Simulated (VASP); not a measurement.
# ZnSe3 (P-42_1m) in VASP: further runs

The runs below take ZnSe3 through single point, with PBE.

Program: VASP 6.6.1. These are calculated values, not measurements. Logs are shortened: lines on timing, memory, paths and dates and some standing lists are left out, and cuts for length are marked.

### 1 The cell of the first run

Symmetry: P-42_1m, No. 113, tetragonal system. Conventional cell: a = 5.679 Å, b = 5.679 Å, c = 7.878 Å, α = 90.00°, β = 90.00°, γ = 90.00°. Within 3.3 Å of Zn (site symmetry -4) lie 4 Se at 2.47 Å. Se (site symmetry 2mm) has 2 Se at 2.38 Å within 3.1 Å. Se (site symmetry m) has 1 Se at 2.38 Å and 2 Zn at 2.47 Å within 3.1 Å.

### 2 Single point, PBE

INCAR

```
PREC = Accurate ; ENCUT = 520
EDIFF = 1E-6 ; ISMEAR = 0
SIGMA = 0.02 ; LREAL = F
LASPH = T ; NELM = 100
ALGO = Normal ; ISIF = 2
LWAVE = F ; LCHARG = F
GGA = PE ; NBANDS = 40
```

KPOINTS

```
Automatic mesh
0
Gamma
  6 6 4
```

POSCAR

```
ZnSe3
1.0
    5.6791074488      0.0000000000      0.0000000000
    0.0000000000      5.6791074488      0.0000000000
    0.0000000000      0.0000000000      7.8784602020
Zn Se
2 6
Direct
    0.5000000000      0.5000000000      0.0000000000
    0.0000000000      0.0000000000      0.0000000000
    0.5000000000      0.0000000000      0.6516243887
    0.2516464342      0.2483535658      0.8171291972
    0.7483535658      0.7516464342      0.8171291972
    0.0000000000      0.5000000000      0.3483756113
    0.2483535658      0.7483535658      0.1828708028
    0.7516464342      0.2516464342      0.1828708028
```

Potentials or basis: VASP PAW PBE potentials, release 64 (Zn, Se).

Launch:

```sh
cat potpaw_PBE.64/Zn/POTCAR potpaw_PBE.64/Se/POTCAR > POTCAR
mpirun -np 1 vasp_std > vasp.out
```

OUTCAR:

```text
PREC = Accurate
   ENCUT = 520
   EDIFF = 1E-6
   ISMEAR = 0
   LREAL = F
   LASPH = T
   NELM = 100
   ISIF = 2
   GGA = PE

 ion  position               nearest neighbor table
   1  0.500  0.500  0.000-   4 2.47   5 2.47   7 2.47   8 2.47
   2  0.000  0.000  0.000-   4 2.47   5 2.47   7 2.47   8 2.47
   3  0.500  0.000  0.652-   4 2.38   5 2.38
   4  0.252  0.248  0.817-   3 2.38   2 2.47   1 2.47
   5  0.748  0.752  0.817-   3 2.38   2 2.47   1 2.47
   6  0.000  0.500  0.348-   7 2.38   8 2.38
   7  0.248  0.748  0.183-   6 2.38   2 2.47   1 2.47
   8  0.752  0.252  0.183-   6 2.38   2 2.47   1 2.47

  LATTYP: Found a simple tetragonal cell.
 ALAT       =     5.6791074488
 C/A-ratio  =     1.3872708472

  Lattice vectors:

 A1 = (   5.6791074488,   0.0000000000,   0.0000000000)
 A2 = (   0.0000000000,   5.6791074488,   0.0000000000)
 A3 = (   0.0000000000,   0.0000000000,   7.8784602020)

Analysis of symmetry for initial positions (statically):
=====================================================================
 Subroutine PRICEL returns:
 Original cell was already a primitive cell.

 Routine SETGRP: Setting up the symmetry group for a
 simple tetragonal supercell.

 Subroutine GETGRP returns: Found  8 space group operations
 (whereof  4 operations were pure point group operations)
 out of a pool of 16 trial point group operations.

The static configuration has the point symmetry S_4 .
 The point group associated with its full space group is D_2d.

Analysis of symmetry for dynamics (positions and initial velocities):
=====================================================================
 Subroutine PRICEL returns:
 Original cell was already a primitive cell.

 Routine SETGRP: Setting up the symmetry group for a
 simple tetragonal supercell.

 Subroutine GETGRP returns: Found  8 space group operations
 (whereof  4 operations were pure point group operations)
 out of a pool of 16 trial point group operations.

The dynamic configuration has the point symmetry S_4 .
 The point group associated with its full space group is D_2d.

 Subroutine INISYM returns: Found  8 space group operations
 (whereof  4 operations are pure point group operations),
 and found     1 'primitive' translations

----------------------------------------------------------------------------------------

                                     Primitive cell

  volume of cell :     254.0982

  direct lattice vectors                    reciprocal lattice vectors
     5.679107449  0.000000000  0.000000000     0.176084008  0.000000000  0.000000000
     0.000000000  5.679107449  0.000000000     0.000000000  0.176084008  0.000000000
     0.000000000  0.000000000  7.878460202     0.000000000  0.000000000  0.126928356

  length of vectors
     5.679107449  5.679107449  7.878460202     0.176084008  0.176084008  0.126928356

  position of ions in fractional coordinates (direct lattice)
     0.500000000  0.500000000  0.000000000
     0.000000000  0.000000000  0.000000000
     0.500000000  0.000000000  0.651624389
     0.251646434  0.248353566  0.817129197
     0.748353566  0.751646434  0.817129197
     0.000000000  0.500000000  0.348375611
     0.248353566  0.748353566  0.182870803
     0.751646434  0.251646434  0.182870803

  ion indices of the primitive-cell ions
   primitive index   ion index
                 1           1
                 2           2
                 3           3
                 4           4
                 5           5
                 6           6
                 7           7
                 8           8

----------------------------------------------------------------------------------------

 KPOINTS: Automatic mesh

Automatic generation of k-mesh.
 Grid dimensions read from file:
 generate k-points for:    6    6    4

 Generating k-lattice:

  Cartesian coordinates                     Fractional coordinates (reciprocal lattice)
     0.029347335  0.000000000  0.000000000     0.166666667  0.000000000  0.000000000
     0.000000000  0.029347335  0.000000000     0.000000000  0.166666667  0.000000000
     0.000000000  0.000000000  0.031732089     0.000000000  0.000000000  0.250000000

  Length of vectors
     0.029347335  0.029347335  0.031732089

  Shift w.r.t. Gamma in fractional coordinates (k-lattice)
     0.000000000  0.000000000  0.000000000

 Subroutine IBZKPT returns following result:
 ===========================================

 Found     30 irreducible k-points:

 Following reciprocal coordinates:
            Coordinates               Weight
  0.000000  0.000000  0.000000      1.000000
  0.166667  0.000000  0.000000      4.000000
  0.333333  0.000000  0.000000      4.000000
  0.500000  0.000000  0.000000      2.000000
  0.166667  0.166667  0.000000      4.000000
  0.333333  0.166667  0.000000      8.000000
[... 16 lines left out ...]
  0.333333  0.000000  0.500000      4.000000
  0.500000  0.000000  0.500000      2.000000
 [... further k-points ...]
   k-points           NKPTS =     30   k-points in BZ     NKDIM =     30   number of bands    NBANDS=     40
   number of dos      NEDOS =    301   number of ions     NIONS =      8
   total plane-waves  NPLWV = 105840
   dimension x,y,z NGX =    42 NGY =   42 NGZ =   60
   dimension x,y,z NGXF=    84 NGYF=   84 NGZF=  120
   ions per type =               2   6
   NGX,Y,Z   is equivalent  to a cutoff of  12.29, 12.29, 12.66 a.u.
   NGXF,Y,Z  is equivalent  to a cutoff of  24.59, 24.59, 25.32 a.u.
 SYSTEM =  unknown system
   PREC   = accura    normal or accurate (medium, high low for compatibility)
   ISTART =      0    job   : 0-new  1-cont  2-samecut
   ICHARG =      2    charge: 1-file 2-atom 10-const
   ISPIN  =      1    spin polarized calculation?
   LNONCOLLINEAR =      F non collinear calculations
   LSORBIT =      F    spin-orbit coupling
   LASPH  =      T    aspherical Exc in radial PAW
   ENCUT  =  520.0 eV  38.22 Ry    6.18 a.u.  10.56 10.56 14.65*2*pi/ulx,y,z
   NELM   =    100;   NELMIN=  2; NELMDL= -5     # of ELM steps
   EDIFF  = 0.1E-05   stopping-criterion for ELM
   LREAL  =      F    real-space projection
   EDIFFG = 0.1E-04   stopping-criterion for IOM
   NSW    =      0    number of steps for IOM
   IBRION =     -1    ionic relax: 0-MD 1-quasi-New 2-CG
   NFREE  =      0    steps in history (QN), initial steepest desc. (CG)
   ISIF   =      2    stress and relaxation
   ISYM   =      2    0-nonsym 1-usesym 2-fastsym
   POTIM  = 0.5000    time-step for ionic-motion
   TEBEG  =    0.0;   TEEND  =   0.0 temperature during run
   PSTRESS=    0.0 pullay stress
   NELECT =      60.0000    total number of electrons
   NUPDOWN=      -1.0000    fix difference up-down
   EMIN   =  10.00;   EMAX   =-10.00  energy-range for DOS
   EFERMI =   0.00;   METHOD = LEGACY
   ISMEAR =     0;   SIGMA  =   0.02  broadening in eV -4-tet -1-fermi 0-gaus
   EFERMI_NEDOS =   21; number of points for ismear=-14 and -15
   IALGO  =     38    algorithm
   IMIX   =      4    mixing-type and parameters
     AMIX     =   0.40;   BMIX     =  1.00
     AMIX_MAG =   1.60;   BMIX_MAG =  1.00
  volume/ion in A,a.u.               =      31.76       214.34
  Fermi-wavevector in a.u.,A,eV,Ry     =   1.011870  1.912157 13.930747  1.023881
  Thomas-Fermi vector in A             =   2.144946
   LORBIT       =      0    0 simple, 1 ext, 2 COOP (PROOUT), +10 PAW based schemes
   GGA     = PE    functional components
   LHFCALC =     F    Hartree Fock is set to
   AEXX    =    0.0000 exact exchange contribution
   IVDW    =     0    specifies the selected vdW correction
   LEPSILON=     F    determine dielectric tensor
   LRPA    =     F    only Hartree local field effects (RPA)
 non-spin polarized calculation
 Gauss-broadening in eV      SIGMA  =   0.02
  energy-cutoff  :      520.00
  volume of cell :      254.10
 maximum number of plane-waves:      6876
   NGX = 21   NGY = 21   NGZ = 29

 number of electron      60.0000030 magnetization

 Free energy of the ion-electron system (eV)
  ---------------------------------------------------
  ext. energy  EPLUGINS =         0.00000000
  ---------------------------------------------------
  free energy    TOTEN  =       -25.34636391 eV

  energy without entropy =      -25.34636391  energy(sigma->0) =      -25.34636391

 E-fermi :   0.6455     XC(G=0):  -7.8006

 val. band max:        0.5584319589   @ k =   0.0000   0.0000   0.5000
 cond. band min:       1.5836865786   @ k =   0.0000   0.0000   0.5000
 fundamental gap:      1.0252546197
 Fermi energy:         0.6455041876

 k-point     1 :       0.0000    0.0000    0.0000
  band No.  band energies     occupation
      1     -14.0499      2.00000
      2     -13.7976      2.00000
      3     -12.1549      2.00000
      4     -12.1549      2.00000
      5     -10.6778      2.00000
      6     -10.3028      2.00000
[... 32 lines left out ...]
     39       6.2923      0.00000
     40       6.2923      0.00000

 k-point     2 :       0.1667    0.0000    0.0000
  band No.  band energies     occupation
      1     -14.0174      2.00000
      2     -13.7944      2.00000
      3     -12.2045      2.00000
      4     -12.2004      2.00000
      5     -10.6176      2.00000
      6     -10.2908      2.00000
[... 32 lines left out ...]
     39       6.3313      0.00000
     40       6.4765      0.00000

 k-point     3 :       0.3333    0.0000    0.0000
  band No.  band energies     occupation
      1     -13.9357      2.00000
      2     -13.8011      2.00000
      3     -12.2992      2.00000
      4     -12.2910      2.00000
      5     -10.4817      2.00000
      6     -10.2903      2.00000
[... 853 lines left out ...]
  band No.  band energies     occupation
      1     -13.9039      2.00000
      2     -13.8308      2.00000
      3     -12.3024      2.00000
      4     -12.3012      2.00000
      5     -10.4867      2.00000
      6     -10.2672      2.00000
[... 32 lines left out ...]
     39       6.0297      0.00000
     40       6.2992      0.00000

 k-point    24 :       0.5000    0.0000    0.5000
  band No.  band energies     occupation
      1     -13.8456      2.00000
      2     -13.8456      2.00000
      3     -12.3498      2.00000
      4     -12.3498      2.00000
      5     -10.3451      2.00000
      6     -10.3451      2.00000
[... 32 lines left out ...]
     39       6.1849      0.00000
     40       6.1849      0.00000

 [... further k-points ...]
[... 5 lines left out ...]
  --------------------------------------------------------------------------------------
  -------------------------------------------------------------------------------------
  Total        0.1816824      0.1816824      0.1947762      0.0000000     -0.0000000      0.0000000
  in kB        1.1455707      1.1455707      1.2281318      0.0000000     -0.0000000      0.0000000
  external PRESSURE =       1.1730911 kB  Pullay stress =       0.0000000 kB

 VOLUME and BASIS-vectors are now :
 -----------------------------------------------------------------------------
  energy-cutoff  :      520.00
  volume of cell :      254.10
      direct lattice vectors                 reciprocal lattice vectors
     5.679107449  0.000000000  0.000000000     0.176084008  0.000000000  0.000000000
     0.000000000  5.679107449  0.000000000     0.000000000  0.176084008  0.000000000
     0.000000000  0.000000000  7.878460202     0.000000000  0.000000000  0.126928356

 POSITION                                       TOTAL-FORCE (eV/Angst)
 -----------------------------------------------------------------------------------
      2.83955      2.83955      0.00000         0.000000      0.000000     -0.000000
      0.00000      0.00000      0.00000         0.000000      0.000000     -0.000000
      2.83955      0.00000      5.13380         0.000000      0.000000     -0.027666
      1.42913      1.41043      6.43772        -0.014613      0.014613     -0.004632
      4.24998      4.26868      6.43772         0.014613     -0.014613     -0.004632
      0.00000      2.83955      2.74466        -0.000000      0.000000      0.027666
      1.41043      4.24998      1.44074         0.014613      0.014613      0.004632
      4.26868      1.42913      1.44074        -0.014613     -0.014613      0.004632
 -----------------------------------------------------------------------------------
    total drift:                                0.000000      0.000000     -0.000000

  FREE ENERGIE OF THE ION-ELECTRON SYSTEM (eV)
  ---------------------------------------------------
  free  energy   TOTEN  =       -25.3463639079 eV

  energy  without entropy=      -25.3463639079  energy(sigma->0) =      -25.34636391
```

It took 7.6 min on 1 thread of Oxide Virtual Turin-like, shared host; peak memory 0.43 GiB.

Results:

| Quantity | Value |
| --- | --- |
| Free energy | -25.3464 eV |
| Pressure | 0.1 GPa |
| Largest force | 0.028 eV/Å |
| Band gap on the k mesh | 1.03 eV |

Forces in eV/Å, atoms in the order of the input:
```
Zn   0.000  0.000  0.000
Zn   0.000  0.000  0.000
Se   0.000  0.000 -0.028
Se  -0.015  0.015 -0.005
Se   0.015 -0.015 -0.005
Se   0.000  0.000  0.028
Se   0.015  0.015  0.005
Se  -0.015 -0.015  0.005
```

Levels at points of the mesh, in eV from the valence-band top:
```
           k point  band 26  band 27  band 28  band 29  band 30  band 31  band 32  band 33  band 34  band 35
(0.00, 0.00, 0.00)    -1.45    -1.45    -1.10    -0.17    -0.17     1.16     1.69     2.39     2.39     2.73
(0.50, 0.00, 0.00)    -1.85    -1.41    -1.41    -0.46    -0.46     1.82     1.82     2.53     2.53     4.51
(0.50, 0.50, 0.00)    -1.57    -1.29    -1.29    -0.27    -0.27     1.19     1.19     2.49     2.49     3.84
(0.00, 0.00, 0.50)    -1.61    -1.61    -0.73     0.00     0.00     1.03     1.31     2.47     2.47     2.83
(0.50, 0.00, 0.50)    -1.75    -1.41    -1.41    -0.51    -0.51     1.90     1.90     2.48     2.48     4.55
(0.50, 0.50, 0.50)    -1.33    -1.29    -1.29    -0.69    -0.69     1.53     1.53     2.44     2.44     3.92
```

### 3 Single point, PBE (32.72 Å³/atom)

This run uses another cell than the first one, of 32.72 Å³/atom.

INCAR

```
ALGO = Normal ; EDIFF = 1E-7
ENCUT = 520 ; GGA = PE
ISIF = 2 ; ISMEAR = 0
LASPH = T ; LCHARG = F
LREAL = F ; LWAVE = F
NBANDS = 40 ; NELM = 100
PREC = Accurate ; SIGMA = 0.02
```

KPOINTS

```
k-points
0
Gamma
  6 6 4
```

POSCAR

```
ZnSe3
1.0
    5.7157616986      0.0000000000      0.0000000000
    0.0000000000      5.7157616986      0.0000000000
    0.0000000000      0.0000000000      8.0110697618
Zn Se
2 6
Direct
    0.5000000000      0.5000000000      0.0000000000
    0.0000000000      0.0000000000      0.0000000000
    0.5000000000      0.0000000000      0.6588697811
    0.2532451194      0.2467548806      0.8214024424
    0.7467548806      0.7532451194      0.8214024424
    0.0000000000      0.5000000000      0.3411302189
    0.2467548806      0.7467548806      0.1785975576
    0.7532451194      0.2532451194      0.1785975576
```

Potentials or basis: VASP PAW PBE potentials, release 64 (Zn, Se).

Launch:

```sh
cat potpaw_PBE.64/Zn/POTCAR potpaw_PBE.64/Se/POTCAR > POTCAR
mpirun -np 1 vasp_std > vasp.out
```

It took 8.9 min on 1 thread of Oxide Virtual Turin-like, shared host; peak memory 0.47 GiB.

The run converged. Its results:

* Free energy: -25.3438 eV
* Pressure: 0.0 GPa
* Largest force: 0.034 eV/Å
* Band gap on the k mesh: 1.05 eV

Forces in eV/Å, atoms in the order of the input:
```
Zn   0.000  0.000  0.000
Zn   0.000  0.000  0.000
Se   0.000  0.000 -0.034
Se  -0.014  0.014  0.000
Se   0.014 -0.014  0.000
Se   0.000  0.000  0.034
Se   0.014  0.014  0.000
Se  -0.014 -0.014  0.000
```

Levels at points of the mesh, in eV from the valence-band top:
| k point | band 28 | band 29 | band 30 | band 31 | band 32 | band 33 |
| --- | --- | --- | --- | --- | --- | --- |
| (0.00, 0.00, 0.00) | -1.03 | -0.14 | -0.14 | 1.21 | 1.72 | 2.42 |
| (0.50, 0.00, 0.00) | -1.37 | -0.46 | -0.46 | 1.82 | 1.82 | 2.57 |
| (0.50, 0.50, 0.00) | -1.31 | -0.29 | -0.29 | 1.25 | 1.25 | 2.48 |
| (0.00, 0.00, 0.50) | -0.73 | 0.00 | 0.00 | 1.05 | 1.39 | 2.48 |
| (0.50, 0.00, 0.50) | -1.38 | -0.49 | -0.49 | 1.91 | 1.91 | 2.50 |
| (0.50, 0.50, 0.50) | -1.31 | -0.64 | -0.64 | 1.55 | 1.55 | 2.46 |

A k mesh can miss the band edges.
